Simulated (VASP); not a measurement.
# CdF2 (I4/mmm) in VASP: further runs

CdF2 is run at these levels: LDA; tasks: single point.

Everything below comes from runs of VASP 6.6.1. Logs are shortened: lines on timing, memory, paths and dates and some standing lists are left out, and cuts for length are marked.

## Step 1: The cell of the first run

The structure is tetragonal, space group I4/mmm (No. 139). The conventional cell has a = 3.810 Å, b = 3.810 Å, c = 4.580 Å, α = 90.00°, β = 90.00°, γ = 90.00°. Within 2.9 Å of Cd (site symmetry 4/mmm) lie 8 F at 2.22 Å. Within 2.9 Å of F (site symmetry -4m2) lie 4 Cd at 2.22 Å and 6 F at 2.29 to 2.69 Å.

## Step 2: Single point, LDA (strain -0.1500 x Voigt [1, 0, 0, 0, 0, 0])

File INCAR:

```
ALGO = Normal
EDIFF = 1E-6
ENCUT = 520
GGA = CA
ISIF = 2
ISMEAR = 0
LASPH = T
LCHARG = T
LELF = T
LREAL = F
LVHAR = T
LWAVE = F
NBANDS = 20
NELM = 100
PREC = Accurate
SIGMA = 0.05
```

File KPOINTS:

```
k-points
0
Gamma
  8 8 8
```

File POSCAR:

```
CdF2
1.0
    0.0000000000      2.6940000000      2.6940000000
    2.2899000000      0.0000000000      2.6940000000
    2.2899000000      2.6940000000      0.0000000000
Cd F
1 2
Direct
    0.0000000000      0.0000000000      0.0000000000
    0.2500000000      0.2500000000      0.2500000000
    0.7500000000      0.7500000000      0.7500000000
```

Potentials or basis: VASP PAW LDA potentials, release 64 (Cd, F).

On the command line:

```
$ cat potpaw_LDA.64/Cd/POTCAR potpaw_LDA.64/F/POTCAR > POTCAR
$ mpirun -np 1 vasp_std > vasp.out
```

OUTCAR:

```text
EDIFF = 1E-6
   ENCUT = 520
   GGA = CA
   ISIF = 2
   ISMEAR = 0
   LASPH = T
   LREAL = F
   NELM = 100
   PREC = Accurate

 ion  position               nearest neighbor table
   1  0.000  0.000  0.000-   3 2.22   2 2.22   3 2.22   2 2.22   3 2.22   2 2.22   3 2.22   2 2.22

   2  0.250  0.250  0.250-   1 2.22   1 2.22   1 2.22   1 2.22
   3  0.750  0.750  0.750-   1 2.22   1 2.22   1 2.22   1 2.22

  LATTYP: Found a body centered tetragonal cell.
 ALAT       =     3.8098913370
 C/A-ratio  =     1.2020815280

  Lattice vectors:

 A1 = (  -2.2899000000,   0.0000000000,  -2.6940000000)
 A2 = (  -2.2899000000,   0.0000000000,   2.6940000000)
 A3 = (   2.2899000000,   2.6940000000,   0.0000000000)

Analysis of symmetry for initial positions (statically):
=====================================================================
 Subroutine PRICEL returns:
 Original cell was already a primitive cell.

 Routine SETGRP: Setting up the symmetry group for a
 body centered tetragonal supercell.

 Subroutine GETGRP returns: Found 16 space group operations
 (whereof 16 operations were pure point group operations)
 out of a pool of 16 trial point group operations.

The static configuration has the point symmetry D_4h.

Analysis of symmetry for dynamics (positions and initial velocities):
=====================================================================
 Subroutine PRICEL returns:
 Original cell was already a primitive cell.

 Routine SETGRP: Setting up the symmetry group for a
 body centered tetragonal supercell.

 Subroutine GETGRP returns: Found 16 space group operations
 (whereof 16 operations were pure point group operations)
 out of a pool of 16 trial point group operations.

The dynamic configuration has the point symmetry D_4h.

 Subroutine INISYM returns: Found 16 space group operations
 (whereof 16 operations are pure point group operations),
 and found     1 'primitive' translations

----------------------------------------------------------------------------------------

                                     Primitive cell

  volume of cell :      33.2385

  direct lattice vectors                    reciprocal lattice vectors
     0.000000000  2.694000000  2.694000000    -0.218350146  0.185597624  0.185597624
     2.289900000  0.000000000  2.694000000     0.218350146 -0.185597624  0.185597624
     2.289900000  2.694000000  0.000000000     0.218350146  0.185597624 -0.185597624

  length of vectors
     3.809891337  3.535714639  3.535714639     0.341423114  0.341423114  0.341423114

  position of ions in fractional coordinates (direct lattice)
     0.000000000  0.000000000  0.000000000
     0.250000000  0.250000000  0.250000000
     0.750000000  0.750000000  0.750000000

  ion indices of the primitive-cell ions
   primitive index   ion index
                 1           1
                 2           2
                 3           3

----------------------------------------------------------------------------------------

 KPOINTS: k-points

Automatic generation of k-mesh.
 Grid dimensions read from file:
 generate k-points for:    8    8    8

 Generating k-lattice:

  Cartesian coordinates                     Fractional coordinates (reciprocal lattice)
    -0.027293768  0.023199703  0.023199703     0.125000000 -0.000000000 -0.000000000
     0.027293768 -0.023199703  0.023199703     0.000000000  0.125000000  0.000000000
     0.027293768  0.023199703 -0.023199703     0.000000000  0.000000000  0.125000000

  Length of vectors
     0.042677889  0.042677889  0.042677889

  Shift w.r.t. Gamma in fractional coordinates (k-lattice)
     0.000000000  0.000000000  0.000000000

 Subroutine IBZKPT returns following result:
 ===========================================

 Found     59 irreducible k-points:

 Following reciprocal coordinates:
            Coordinates               Weight
  0.000000  0.000000  0.000000      1.000000
  0.125000  0.000000  0.000000      8.000000
  0.250000  0.000000  0.000000      8.000000
  0.375000  0.000000  0.000000      8.000000
  0.500000  0.000000  0.000000      4.000000
  0.125000  0.125000  0.000000      4.000000
[... 16 lines left out ...]
  0.250000  0.125000  0.125000      4.000000
  0.375000  0.125000  0.125000      8.000000
 [... further k-points ...]
   k-points           NKPTS =     59   k-points in BZ     NKDIM =     59   number of bands    NBANDS=     20
   number of dos      NEDOS =    301   number of ions     NIONS =      3
   total plane-waves  NPLWV =  21952
   dimension x,y,z NGX =    28 NGY =   28 NGZ =   28
   dimension x,y,z NGXF=    56 NGYF=   56 NGZF=   56
   ions per type =               1   2
   NGX,Y,Z   is equivalent  to a cutoff of  12.22, 13.17, 13.17 a.u.
   NGXF,Y,Z  is equivalent  to a cutoff of  24.44, 26.33, 26.33 a.u.
 SYSTEM =  unknown system
   PREC   = accura    normal or accurate (medium, high low for compatibility)
   ISTART =      0    job   : 0-new  1-cont  2-samecut
   ICHARG =      2    charge: 1-file 2-atom 10-const
   ISPIN  =      1    spin polarized calculation?
   LNONCOLLINEAR =      F non collinear calculations
   LSORBIT =      F    spin-orbit coupling
   LASPH  =      T    aspherical Exc in radial PAW
   ENCUT  =  520.0 eV  38.22 Ry    6.18 a.u.   7.08  6.57  6.57*2*pi/ulx,y,z
   NELM   =    100;   NELMIN=  2; NELMDL= -5     # of ELM steps
   EDIFF  = 0.1E-05   stopping-criterion for ELM
   LREAL  =      F    real-space projection
   EDIFFG = 0.1E-04   stopping-criterion for IOM
   NSW    =      0    number of steps for IOM
   IBRION =     -1    ionic relax: 0-MD 1-quasi-New 2-CG
   NFREE  =      0    steps in history (QN), initial steepest desc. (CG)
   ISIF   =      2    stress and relaxation
   ISYM   =      2    0-nonsym 1-usesym 2-fastsym
   POTIM  = 0.5000    time-step for ionic-motion
   TEBEG  =    0.0;   TEEND  =   0.0 temperature during run
   PSTRESS=    0.0 pullay stress
   NELECT =      26.0000    total number of electrons
   NUPDOWN=      -1.0000    fix difference up-down
   EMIN   =  10.00;   EMAX   =-10.00  energy-range for DOS
   EFERMI =   0.00;   METHOD = LEGACY
   ISMEAR =     0;   SIGMA  =   0.05  broadening in eV -4-tet -1-fermi 0-gaus
   EFERMI_NEDOS =   21; number of points for ismear=-14 and -15
   IALGO  =     38    algorithm
   IMIX   =      4    mixing-type and parameters
     AMIX     =   0.40;   BMIX     =  1.00
     AMIX_MAG =   1.60;   BMIX_MAG =  1.00
  volume/ion in A,a.u.               =      11.08        74.77
  Fermi-wavevector in a.u.,A,eV,Ry     =   1.508408  2.850477 30.957248  2.275294
  Thomas-Fermi vector in A             =   2.618866
   LORBIT       =      0    0 simple, 1 ext, 2 COOP (PROOUT), +10 PAW based schemes
   GGA     = CA    functional components
   LHFCALC =     F    Hartree Fock is set to
   AEXX    =    0.0000 exact exchange contribution
   IVDW    =     0    specifies the selected vdW correction
   LEPSILON=     F    determine dielectric tensor
   LRPA    =     F    only Hartree local field effects (RPA)
 non-spin polarized calculation
 Gauss-broadening in eV      SIGMA  =   0.05
  energy-cutoff  :      520.00
  volume of cell :       33.24
 maximum number of plane-waves:       912
   NGX = 15   NGY = 13   NGZ = 13

 number of electron      25.9999987 magnetization

 Free energy of the ion-electron system (eV)
  ---------------------------------------------------
  ext. energy  EPLUGINS =         0.00000000
  ---------------------------------------------------
  free energy    TOTEN  =       -12.23085367 eV

  energy without entropy =      -12.23085367  energy(sigma->0) =      -12.23085367

 E-fermi :   0.4936     XC(G=0): -12.0448

 val. band max:        0.2829574751   @ k =   0.5000   0.5000   0.0000
 cond. band min:       2.9076656868   @ k =   0.0000   0.0000   0.0000
 fundamental gap:      2.6247082118
 Fermi energy:         0.4935507252

 k-point     1 :       0.0000    0.0000    0.0000
  band No.  band energies     occupation
      1     -21.7274      2.00000
      2     -19.7831      2.00000
      3      -6.6149      2.00000
      4      -6.5309      2.00000
      5      -6.5309      2.00000
      6      -4.7024      2.00000
[... 12 lines left out ...]
     19      18.5762      0.00000
     20      22.9897      0.00000

 k-point     2 :       0.1250    0.0000    0.0000
  band No.  band energies     occupation
      1     -21.6445      2.00000
      2     -19.8682      2.00000
      3      -6.4925      2.00000
      4      -6.4655      2.00000
      5      -6.3202      2.00000
      6      -4.7407      2.00000
[... 12 lines left out ...]
     19      19.6986      0.00000
     20      22.0640      0.00000

 k-point     3 :       0.2500    0.0000    0.0000
  band No.  band energies     occupation
      1     -21.4177      2.00000
      2     -20.0926      2.00000
      3      -6.3283      2.00000
      4      -6.2395      2.00000
      5      -5.6970      2.00000
      6      -4.7507      2.00000
[... 12 lines left out ...]
     19      20.2828      0.00000
     20      21.2729      0.00000

 k-point     4 :       0.3750    0.0000    0.0000
  band No.  band energies     occupation
      1     -21.1025      2.00000
      2     -20.3957      2.00000
      3      -6.2416      2.00000
      4      -6.0012      2.00000
      5      -4.8556      2.00000
      6      -4.6937      2.00000
[... 12 lines left out ...]
     19      19.5078      0.00000
     20      20.5254      0.00000

 k-point     5 :       0.5000    0.0000    0.0000
  band No.  band energies     occupation
      1     -20.8168      2.00000
      2     -20.6729      2.00000
      3      -6.2248      2.00000
      4      -5.9149      2.00000
      5      -4.7616      2.00000
      6      -4.4206      2.00000
[... 12 lines left out ...]
     19      19.5612      0.00000
     20      19.6955      0.00000
[... 353 lines left out ...]
      6      -4.5338      2.00000
[... 12 lines left out ...]
     19      20.2236      0.00000
     20      21.4468      0.00000

 k-point    22 :       0.0000    0.1250    0.1250
  band No.  band energies     occupation
      1     -21.5616      2.00000
      2     -19.9719      2.00000
      3      -6.4552      2.00000
      4      -6.4552      2.00000
      5      -6.1775      2.00000
      6      -4.6624      2.00000
[... 12 lines left out ...]
     19      20.6086      0.00000
     20      22.3832      0.00000

 k-point    23 :       0.2500    0.1250    0.1250
  band No.  band energies     occupation
      1     -21.5731      2.00000
      2     -19.9154      2.00000
      3      -6.4767      2.00000
      4      -6.3297      2.00000
      5      -5.8984      2.00000
      6      -4.9006      2.00000
[... 12 lines left out ...]
     19      19.5995      0.00000
     20      21.7589      0.00000

 k-point    24 :       0.3750    0.1250    0.1250
  band No.  band energies     occupation
      1     -21.3763      2.00000
      2     -20.0901      2.00000
      3      -6.3036      2.00000
      4      -6.1388      2.00000
      5      -5.1897      2.00000
      6      -4.9722      2.00000
[... 12 lines left out ...]
     19      18.1568      0.00000
     20      22.4243      0.00000

 [... further k-points ...]

------------------------ aborting loop because EDIFF is reached ----------------------------------------

  FORCE on cell =-STRESS in cart. coord.  units (eV):
  Direction    XX          YY          ZZ          XY          YZ          ZX
  --------------------------------------------------------------------------------------
  -------------------------------------------------------------------------------------
  Total        7.5342800      2.5938825      2.5938825     -0.0000000      0.0000000      0.0000000
  in kB      363.1705680    125.0314260    125.0314260     -0.0000000      0.0000000      0.0000000
  external PRESSURE =     204.4111400 kB  Pullay stress =       0.0000000 kB

 VOLUME and BASIS-vectors are now :
 -----------------------------------------------------------------------------
  energy-cutoff  :      520.00
  volume of cell :       33.24
      direct lattice vectors                 reciprocal lattice vectors
     0.000000000  2.694000000  2.694000000    -0.218350146  0.185597624  0.185597624
     2.289900000  0.000000000  2.694000000     0.218350146 -0.185597624  0.185597624
     2.289900000  2.694000000  0.000000000     0.218350146  0.185597624 -0.185597624

 POSITION                                       TOTAL-FORCE (eV/Angst)
 -----------------------------------------------------------------------------------
      0.00000      0.00000      0.00000        -0.000000      0.000000      0.000000
      1.14495      1.34700      1.34700         0.000000      0.000000      0.000000
      3.43485      4.04100      4.04100        -0.000000     -0.000000     -0.000000
 -----------------------------------------------------------------------------------
    total drift:                                0.000000      0.000000      0.000000

  FREE ENERGIE OF THE ION-ELECTRON SYSTEM (eV)
  ---------------------------------------------------
  free  energy   TOTEN  =       -12.2308536694 eV

  energy  without entropy=      -12.2308536694  energy(sigma->0) =      -12.23085367
```

Wall time 21 s (1 thread of Intel Xeon Platinum 8488C (Sapphire Rapids), shared host); peak memory 0.15 GiB.

Results:

```yaml
Free_energy: -12.2309 eV
Pressure: 20.4 GPa
Band_gap_on_the_k_mesh: 2.62 eV, indirect (least direct gap 3.22 eV)
```

Stress tensor (GPa, compression positive):
```
36.32  0.00  0.00
 0.00 12.50  0.00
 0.00  0.00 12.50
```

Levels at points of the mesh, in eV from the valence-band top:
```
           k point  band 11  band 12  band 13  band 14  band 15  band 16
(0.00, 0.00, 0.00)    -0.62    -0.59    -0.59     2.62    12.53    12.72
(0.50, 0.00, 0.00)    -2.71    -0.80    -0.75     7.52     8.39    14.32
(0.50, 0.50, 0.00)    -1.56    -0.68     0.00     8.53     9.52    11.37
(0.00, 0.50, 0.50)    -0.64    -0.64    -0.32     7.57     9.60    12.01
```

Caveat: the cell differs from its parent crystal (strain -0.1500 x Voigt [1, 0, 0, 0, 0, 0]). A k mesh can miss the band edges.

## Step 3: Single point, LDA (strain -0.1125 x Voigt [1, 0, 0, 0, 0, 0])

File INCAR:

```
ALGO     = Normal         # electronic algorithm
EDIFF    = 1E-6           # SCF threshold, eV
ENCUT    = 520            # plane-wave cutoff, eV
ISIF     = 2              # what is computed and relaxed
ISMEAR   = 0              # smearing method
LASPH    = True           # aspherical terms in the spheres
LCHARG   = True           # write CHGCAR
LELF     = True           # ELF
LREAL    = False          # projectors in reciprocal space
LVHAR    = True         
LWAVE    = False          # write WAVECAR
NBANDS   = 20             # bands
NELM     = 60             # most SCF steps
PREC     = Accurate       # precision mode
SIGMA    = 0.05           # smearing width, eV
```

KPOINTS is that of step 2.

File POSCAR:

```
CdF2
1.0
    0.0000000000      2.6940000000      2.6940000000
    2.3909250000      0.0000000000      2.6940000000
    2.3909250000      2.6940000000      0.0000000000
Cd F
1 2
Direct
    0.0000000000      0.0000000000      0.0000000000
    0.2500000000      0.2500000000      0.2500000000
    0.7500000000      0.7500000000      0.7500000000
```

Potentials or basis: VASP PAW LDA potentials, release 64 (Cd, F).

On the command line:

```
$ cat potpaw_LDA.64/Cd/POTCAR potpaw_LDA.64/F/POTCAR > POTCAR
$ mpirun -np 1 vasp_std > vasp.out
```

Wall time 21 s (1 thread of Intel Xeon Platinum 8488C (Sapphire Rapids), shared host); peak memory 0.16 GiB.

It converged, with:

```yaml
Free_energy: -12.5007 eV
Pressure: 11.8 GPa
Band_gap_on_the_k_mesh: 2.81 eV, indirect (least direct gap 3.28 eV)
```

Stress tensor (GPa, compression positive):
```
22.30  0.00  0.00
 0.00  6.53  0.00
 0.00  0.00  6.53
```

Levels at points of the mesh, in eV from the valence-band top:
```
           k point  band 9  band 10  band 11  band 12  band 13  band 14  band 15  band 16  band 17  band 18
(0.00, 0.00, 0.00)   -1.97    -0.93    -0.71    -0.47    -0.47     2.81    12.50    12.69    12.69    18.00
(0.50, 0.00, 0.00)   -3.18    -2.78    -2.43    -0.60    -0.56     7.49     8.66    14.39    15.44    17.63
(0.50, 0.50, 0.00)   -3.64    -3.59    -1.21    -0.46     0.00     8.45     9.64    11.43    14.22    15.59
(0.00, 0.50, 0.50)   -4.03    -3.30    -0.42    -0.42    -0.37     7.86     9.58    11.81    14.24    14.24
```

Caveat: the cell differs from its parent crystal (strain -0.1125 x Voigt [1, 0, 0, 0, 0, 0]).

(Part 1 of 2 ends here.)
